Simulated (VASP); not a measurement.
# Hf (P6_3/mmc) in VASP: notebook

Runs on Hf. Level: PBE. Tasks: relaxation of shape and atoms at fixed volume.

Program: VASP 6.6.1. These are calculated values, not measurements. Logs are shortened: lines on timing, memory, paths and dates and some standing lists are left out, and cuts for length are marked.

### Step 1. The cell of the first run

Symmetry: P6_3/mmc, No. 194, hexagonal system. Conventional cell: a = 3.162 Å, b = 3.162 Å, c = 4.997 Å, α = 90.00°, β = 90.00°, γ = 120.00°. Within 4.1 Å of Hf (site symmetry -6m2) lie 12 Hf at 3.09 to 3.16 Å.

### Step 2. Relaxation of shape and atoms at fixed volume, PBE (21.64 Å³/atom)

The input, INCAR:

```
ALGO = Fast
EDIFF = 1E-7
EDIFFG = -0.01
ENCUT = 600
GGA = PE
IBRION = 2
ISIF = 4
ISMEAR = 0
LASPH = T
LCHARG = F
LREAL = F
LWAVE = F
NELM = 80
NSW = 60
PREC = Accurate
SIGMA = 0.05
```

The input, KPOINTS:

```
k-points
0
Gamma
  16 16 10
```

The input, POSCAR:

```
Hf
1.0
    3.1624455826      0.0000000000      0.0000000000
   -1.5812227913      2.7387582126      0.0000000000
    0.0000000000      0.0000000000      4.9970364087
Hf
2
Direct
    0.3333333333      0.6666666667      0.2500000000
    0.6666666667      0.3333333333      0.7500000000
```

Potentials or basis: VASP PAW PBE potentials, release 64 (Hf_pv).

Command:

```console
$ cat potpaw_PBE.64/Hf_pv/POTCAR > POTCAR
$ mpirun -np 1 vasp_std > vasp.out
```

OUTCAR:

```text
EDIFF = 1E-7
   EDIFFG = -0.01
   ENCUT = 600
   GGA = PE
   IBRION = 2
   ISIF = 4
   ISMEAR = 0
   LASPH = T
   LREAL = F
   NELM = 80
   NSW = 60
   PREC = Accurate

 ion  position               nearest neighbor table
   1  0.333  0.667  0.250-   2 3.09   2 3.09   2 3.09   2 3.09   2 3.09   2 3.09
   2  0.667  0.333  0.750-   1 3.09   1 3.09   1 3.09   1 3.09   1 3.09   1 3.09

  LATTYP: Found a hexagonal cell.
 ALAT       =     3.1624455826
 C/A-ratio  =     1.5801177532

  Lattice vectors:

 A1 = (   3.1624455826,   0.0000000000,   0.0000000000)
 A2 = (  -1.5812227913,   2.7387582126,   0.0000000000)
 A3 = (   0.0000000000,   0.0000000000,   4.9970364087)

Analysis of symmetry for initial positions (statically):
=====================================================================
 Subroutine PRICEL returns:
 Original cell was already a primitive cell.

 Routine SETGRP: Setting up the symmetry group for a
 hexagonal supercell.

 Subroutine GETGRP returns: Found 24 space group operations
 (whereof 12 operations were pure point group operations)
 out of a pool of 24 trial point group operations.

The static configuration has the point symmetry D_3d.
 The point group associated with its full space group is D_6h.

Analysis of symmetry for dynamics (positions and initial velocities):
=====================================================================
 Subroutine PRICEL returns:
 Original cell was already a primitive cell.

 Routine SETGRP: Setting up the symmetry group for a
 hexagonal supercell.

 Subroutine GETGRP returns: Found 24 space group operations
 (whereof 12 operations were pure point group operations)
 out of a pool of 24 trial point group operations.

The dynamic configuration has the point symmetry D_3d.
 The point group associated with its full space group is D_6h.

 Subroutine INISYM returns: Found 24 space group operations
 (whereof 12 operations are pure point group operations),
 and found     1 'primitive' translations

----------------------------------------------------------------------------------------

                                     Primitive cell

  volume of cell :      43.2802

  direct lattice vectors                    reciprocal lattice vectors
     3.162445583  0.000000000  0.000000000     0.316210975  0.182564491  0.000000000
    -1.581222791  2.738758213  0.000000000     0.000000000  0.365128983  0.000000000
     0.000000000  0.000000000  4.997036409     0.000000000  0.000000000  0.200118614

  length of vectors
     3.162445583  3.162445583  4.997036409     0.365128983  0.365128983  0.200118614

  position of ions in fractional coordinates (direct lattice)
     0.333333333  0.666666667  0.250000000
     0.666666667  0.333333333  0.750000000

  ion indices of the primitive-cell ions
   primitive index   ion index
                 1           1
                 2           2

----------------------------------------------------------------------------------------

 KPOINTS: k-points

Automatic generation of k-mesh.
 Grid dimensions read from file:
 generate k-points for:   16   16   10

 Generating k-lattice:

  Cartesian coordinates                     Fractional coordinates (reciprocal lattice)
     0.019763186  0.011410281  0.000000000     0.062500000  0.000000000  0.000000000
     0.000000000  0.022820561  0.000000000     0.000000000  0.062500000  0.000000000
     0.000000000  0.000000000  0.020011861     0.000000000  0.000000000  0.100000000

  Length of vectors
     0.022820561  0.022820561  0.020011861

  Shift w.r.t. Gamma in fractional coordinates (k-lattice)
     0.000000000  0.000000000  0.000000000

 Subroutine IBZKPT returns following result:
 ===========================================

 Found    180 irreducible k-points:

 Following reciprocal coordinates:
            Coordinates               Weight
  0.000000  0.000000  0.000000      1.000000
  0.062500  0.000000  0.000000      6.000000
  0.125000  0.000000  0.000000      6.000000
  0.187500  0.000000  0.000000      6.000000
  0.250000  0.000000  0.000000      6.000000
  0.312500  0.000000  0.000000      6.000000
[... 16 lines left out ...]
  0.187500  0.187500  0.000000      6.000000
  0.250000  0.187500  0.000000     12.000000
 [... further k-points ...]
   k-points           NKPTS =    180   k-points in BZ     NKDIM =    180   number of bands    NBANDS=     14
   number of dos      NEDOS =    301   number of ions     NIONS =      2
   total plane-waves  NPLWV =  31360
   dimension x,y,z NGX =    28 NGY =   28 NGZ =   40
   dimension x,y,z NGXF=    56 NGYF=   56 NGZF=   80
   ions per type =               2
   NGX,Y,Z   is equivalent  to a cutoff of  14.72, 14.72, 13.31 a.u.
   NGXF,Y,Z  is equivalent  to a cutoff of  29.44, 29.44, 26.62 a.u.
 SYSTEM =  unknown system
   PREC   = accura    normal or accurate (medium, high low for compatibility)
   ISTART =      0    job   : 0-new  1-cont  2-samecut
   ICHARG =      2    charge: 1-file 2-atom 10-const
   ISPIN  =      1    spin polarized calculation?
   LNONCOLLINEAR =      F non collinear calculations
   LSORBIT =      F    spin-orbit coupling
   LASPH  =      T    aspherical Exc in radial PAW
   ENCUT  =  600.0 eV  44.10 Ry    6.64 a.u.   6.32  6.32  9.98*2*pi/ulx,y,z
   NELM   =     80;   NELMIN=  2; NELMDL= -5     # of ELM steps
   EDIFF  = 0.1E-06   stopping-criterion for ELM
   LREAL  =      F    real-space projection
   EDIFFG = -.1E-01   stopping-criterion for IOM
   NSW    =     60    number of steps for IOM
   IBRION =      2    ionic relax: 0-MD 1-quasi-New 2-CG
   NFREE  =      1    steps in history (QN), initial steepest desc. (CG)
   ISIF   =      4    stress and relaxation
   ISYM   =      2    0-nonsym 1-usesym 2-fastsym
   POTIM  = 0.5000    time-step for ionic-motion
   TEBEG  =    0.0;   TEEND  =   0.0 temperature during run
   PSTRESS=    0.0 pullay stress
   NELECT =      20.0000    total number of electrons
   NUPDOWN=      -1.0000    fix difference up-down
   EMIN   =  10.00;   EMAX   =-10.00  energy-range for DOS
   EFERMI =   0.00;   METHOD = LEGACY
   ISMEAR =     0;   SIGMA  =   0.05  broadening in eV -4-tet -1-fermi 0-gaus
   EFERMI_NEDOS =   21; number of points for ismear=-14 and -15
   IALGO  =     68    algorithm
   IMIX   =      4    mixing-type and parameters
     AMIX     =   0.40;   BMIX     =  1.00
     AMIX_MAG =   1.60;   BMIX_MAG =  1.00
  volume/ion in A,a.u.               =      21.64       146.03
  Fermi-wavevector in a.u.,A,eV,Ry     =   1.265674  2.391776 21.795578  1.601930
  Thomas-Fermi vector in A             =   2.398914
   LORBIT       =      0    0 simple, 1 ext, 2 COOP (PROOUT), +10 PAW based schemes
   GGA     = PE    functional components
   LHFCALC =     F    Hartree Fock is set to
   AEXX    =    0.0000 exact exchange contribution
   IVDW    =     0    specifies the selected vdW correction
   LEPSILON=     F    determine dielectric tensor
   LRPA    =     F    only Hartree local field effects (RPA)
 conjugate gradient relaxation of ions
 non-spin polarized calculation
 RMM-DIIS sequential band-by-band and
 Gauss-broadening in eV      SIGMA  =   0.05
  energy-cutoff  :      600.00
  volume of cell :       43.28
 maximum number of plane-waves:      1460
 NGX is ok and might be reduce to    28
   NGX = 13   NGY = 13   NGZ = 19

 number of electron      19.9999998 magnetization

 Free energy of the ion-electron system (eV)
  ---------------------------------------------------
  ext. energy  EPLUGINS =         0.00000000
  ---------------------------------------------------
  free energy    TOTEN  =       -19.83070721 eV

  energy without entropy =      -19.82871129  energy(sigma->0) =      -19.82970925

 E-fermi :   5.1580     XC(G=0): -11.4353

 val. band max:        5.1546719994   @ k =   0.3750   0.2500   0.3000
 cond. band min:       5.1682271205   @ k =   0.3750   0.1875   0.3000
 fundamental gap:      0.0135551211
 Fermi energy:         5.1580268004

 k-point     1 :       0.0000    0.0000    0.0000
  band No.  band energies     occupation
      1     -25.9053      2.00000
      2     -25.0728      2.00000
      3     -25.0728      2.00000
      4     -24.9342      2.00000
      5     -24.9300      2.00000
      6     -24.9300      2.00000
      7      -2.3420      2.00000
      8       1.3427      2.00000
      9       5.9246      0.00000
     10       6.3383      0.00000
     11       6.3383      0.00000
     12       6.6437      0.00000
     13       7.2014      0.00000
     14       7.2015      0.00000

 k-point     2 :       0.0625    0.0000    0.0000
  band No.  band energies     occupation
      1     -25.8939      2.00000
      2     -25.0971      2.00000
      3     -25.0810      2.00000
      4     -24.9558      2.00000
      5     -24.9394      2.00000
      6     -24.9332      2.00000
      7      -2.2187      2.00000
      8       1.4643      2.00000
      9       5.7502      0.00000
     10       5.9900      0.00000
     11       6.4543      0.00000
     12       6.9124      0.00000
     13       7.0699      0.00000
     14       7.3116      0.00000

 k-point     3 :       0.1250    0.0000    0.0000
  band No.  band energies     occupation
      1     -25.8608      2.00000
      2     -25.1663      2.00000
      3     -25.1038      2.00000
      4     -25.0280      2.00000
      5     -24.9551      2.00000
      6     -24.9426      2.00000
      7      -1.8592      2.00000
      8       1.8075      2.00000
      9       5.2911      0.00017
     10       5.4570      0.00000
     11       6.6961      0.00000
     12       6.7995      0.00000
     13       7.3434      0.00000
     14       7.4128      0.00000

 k-point     4 :       0.1875    0.0000    0.0000
  band No.  band energies     occupation
      1     -25.8083      2.00000
      2     -25.2700      2.00000
      3     -25.1369      2.00000
      4     -25.1329      2.00000
      5     -24.9813      2.00000
      6     -24.9576      2.00000
      7      -1.2957      2.00000
      8       2.2910      2.00000
      9       4.6932      2.00000
     10       4.9322      2.00000
     11       6.2746      0.00000
     12       6.9944      0.00000
     13       7.0557      0.00000
     14       7.3627      0.00000

 k-point     5 :       0.2500    0.0000    0.0000
  band No.  band energies     occupation
      1     -25.7408      2.00000
      2     -25.3923      2.00000
      3     -25.2520      2.00000
      4     -25.1746      2.00000
      5     -25.0178      2.00000
      6     -24.9763      2.00000
      7      -0.5827      2.00000
      8       2.7133      2.00000
      9       4.0887      2.00000
     10       4.5704      2.00000
     11       5.9697      0.00000
[... 276 lines left out ...]
 k-point    22 :       0.4375    0.1250    0.0000
  band No.  band energies     occupation
      1     -25.6818      2.00000
      2     -25.5181      2.00000
      3     -25.4689      2.00000
      4     -25.3184      2.00000
      5     -25.2021      2.00000
      6     -25.0911      2.00000
      7       2.0891      2.00000
      8       2.6491      2.00000
      9       2.8540      2.00000
     10       4.1995      2.00000
     11       5.7235      0.00000
     12       5.9751      0.00000
     13       6.9766      0.00000
     14      10.8182      0.00000

 k-point    23 :       0.1875    0.1875    0.0000
  band No.  band energies     occupation
      1     -25.6451      2.00000
      2     -25.4486      2.00000
      3     -25.4416      2.00000
      4     -25.2028      2.00000
      5     -25.0751      2.00000
      6     -25.0665      2.00000
      7       0.4637      2.00000
      8       3.4639      2.00000
      9       3.5752      2.00000
     10       3.8746      2.00000
     11       5.7576      0.00000
     12       5.8756      0.00000
     13       6.7543      0.00000
     14       8.5566      0.00000

 k-point    24 :       0.2500    0.1875    0.0000
  band No.  band energies     occupation
      1     -25.5709      2.00000
      2     -25.5410      2.00000
      3     -25.4770      2.00000
      4     -25.2611      2.00000
      5     -25.1248      2.00000
      6     -25.1093      2.00000
      7       1.2474      2.00000
      8       3.2541      2.00000
      9       3.4288      2.00000
     10       3.8648      2.00000
     11       5.5626      0.00000
     12       6.1463      0.00000
     13       6.4490      0.00000
     14       9.0495      0.00000

 [... further k-points ...]

------------------------ aborting loop because EDIFF is reached ----------------------------------------

  FORCE on cell =-STRESS in cart. coord.  units (eV):
  Direction    XX          YY          ZZ          XY          YZ          ZX
  --------------------------------------------------------------------------------------
  -------------------------------------------------------------------------------------
  Total        1.1437175      1.1437175      1.1258534      0.0000000      0.0000000      0.0000000
  in kB       42.3389511     42.3389511     41.6776431      0.0000000      0.0000000      0.0000000
  external PRESSURE =      42.1185151 kB  Pullay stress =       0.0000000 kB

 VOLUME and BASIS-vectors are now :
 -----------------------------------------------------------------------------
  energy-cutoff  :      600.00
  volume of cell :       43.28
      direct lattice vectors                 reciprocal lattice vectors
     3.162445583  0.000000000  0.000000000     0.316210975  0.182564491  0.000000000
    -1.581222791  2.738758213  0.000000000     0.000000000  0.365128983  0.000000000
     0.000000000  0.000000000  4.997036409     0.000000000  0.000000000  0.200118614

 POSITION                                       TOTAL-FORCE (eV/Angst)
 -----------------------------------------------------------------------------------
     -0.00000      1.82584      1.24926         0.000000     -0.000000      0.000000
      1.58122      0.91292      3.74778        -0.000000      0.000000      0.000000
 -----------------------------------------------------------------------------------
    total drift:                               -0.000000      0.000000     -0.000000

  FREE ENERGIE OF THE ION-ELECTRON SYSTEM (eV)
  ---------------------------------------------------
  free  energy   TOTEN  =       -19.8307072059 eV

  energy  without entropy=      -19.8287112886  energy(sigma->0) =      -19.82970925

 reached required accuracy - stopping structural energy minimisation
```

It took 3.5 min on 1 thread of Intel Xeon 8259CL, shared host; peak memory 0.27 GiB.

What came out:

| Quantity | Value |
| --- | --- |
| Free energy | -19.8307 eV |
| Pressure after relaxing | 4.2 GPa |
| Band gap on the k mesh | zero (bands 10 and 11 overlap by 1.54 eV) |

Final structure:
```cif
data_structure
_symmetry_space_group_name_H-M 'P 1'
_symmetry_Int_Tables_number 1
_cell_length_a 3.1624
_cell_length_b 3.1624
_cell_length_c 4.9970
_cell_angle_alpha 90.000
_cell_angle_beta 90.000
_cell_angle_gamma 120.000
_cell_volume 43.28
loop_
_atom_site_label
_atom_site_type_symbol
_atom_site_fract_x
_atom_site_fract_y
_atom_site_fract_z
_atom_site_occupancy
Hf1 Hf 0.33333 0.66667 0.25000 1
Hf2 Hf 0.66667 0.33333 0.75000 1
```

Caveat: the relaxation stopped at its first step, so nothing moved; spin-orbit coupling is left out, which moves the levels of the heavy elements.

### Step 3. Relaxation of shape and atoms at fixed volume, PBE (22.09 Å³/atom)

This run uses another cell than the first one, of 22.09 Å³/atom.

The input, INCAR:

```
ALGO = Fast
EDIFF = 1E-6
EDIFFG = -0.01
ENCUT = 600
GGA = PE
IBRION = 2
ISIF = 4
ISMEAR = 0
LASPH = True
LCHARG = False
LREAL = False
LWAVE = False
NELM = 100
NSW = 60
PREC = Accurate
SIGMA = 0.05
```

KPOINTS is that of step 2.

The input, POSCAR:

```
Hf
1.0
    3.1842562413      0.0000000000      0.0000000000
   -1.5921281207      2.7576467971      0.0000000000
    0.0000000000      0.0000000000      5.0314998177
Hf
2
Direct
    0.3333333333      0.6666666667      0.2500000000
    0.6666666667      0.3333333333      0.7500000000
```

Potentials or basis: VASP PAW PBE potentials, release 64 (Hf_pv).

Command:

```console
$ cat potpaw_PBE.64/Hf_pv/POTCAR > POTCAR
$ mpirun -np 1 vasp_std > vasp.out
```

Wall time 4.4 min (1 thread of Intel Xeon 8259CL, shared host); peak memory 0.27 GiB.

It converged, with:

* Free energy: -19.8476 eV
* Energy gained by relaxing: 0.0 meV/atom
* Ionic steps: 2
* Pressure after relaxing: 1.8 GPa
* Band gap on the k mesh: zero (bands 10 and 11 overlap by 1.55 eV)

Final structure:
```
CELL_PARAMETERS angstrom
3.18546 0.00000 0.00000
-1.59273 2.75869 0.00000
0.00000 0.00000 5.02771
ATOMIC_POSITIONS crystal
Hf 0.33333 0.66667 0.25000
Hf 0.66667 0.33333 0.75000
```

Levels at points of the mesh, in eV from the Fermi level:
```csv
k point,band 7,band 8,band 9,band 10,band 11,band 12,band 13,band 14
"(0.00, 0.00, 0.00)",-7.44,-3.75,0.69,1.17,1.17,1.48,2.01,2.01
"(0.50, 0.00, 0.00)",-3.39,-2.80,-2.28,-0.80,0.76,0.89,1.71,5.95
"(0.00, 0.00, 0.50)",-5.43,-5.43,0.14,0.14,1.05,1.05,1.05,1.05
"(0.50, 0.00, 0.50)",-3.46,-3.46,-1.01,-1.01,1.21,1.21,2.65,2.65
```

Caveat: spin-orbit coupling is left out, which moves the levels of the heavy elements.
